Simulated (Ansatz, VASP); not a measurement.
Two plane-wave programs on BN

```
B N
1.0
     0.00000    1.67370    1.67370
     1.67370    0.00000    1.67370
     1.67370    1.67370    0.00000
B N
1 1
Direct
  0.00000 0.00000 0.00000
  0.25000 0.25000 0.25000
```

Alike in both runs: task single point; functional LDA; k mesh 12 × 12 × 12; occupations gaussian, width 0.02 eV; no spin polarisation.

```csv
,VASP,Ansatz
version,VASP 6.6.1,Ansatz 0.2.0
potentials or method,"VASP PAW LDA potentials, release 64 (B, N), cutoff 600 eV","scalar-relativistic, plane waves, PAW"
valence electrons in the cell,8,8
```

|  | VASP | Ansatz | Ansatz less VASP |
| --- | --- | --- | --- |
| gap on the k mesh at the Fermi level (eV) | 4.59 | 4.62 | +0.027 |
| least direct gap on the mesh (eV) | 9.78 | 9.79 | +0.018 |

LDA's correlation is that of Perdew and Zunger in VASP and of Perdew and Wang (1992) in Ansatz.
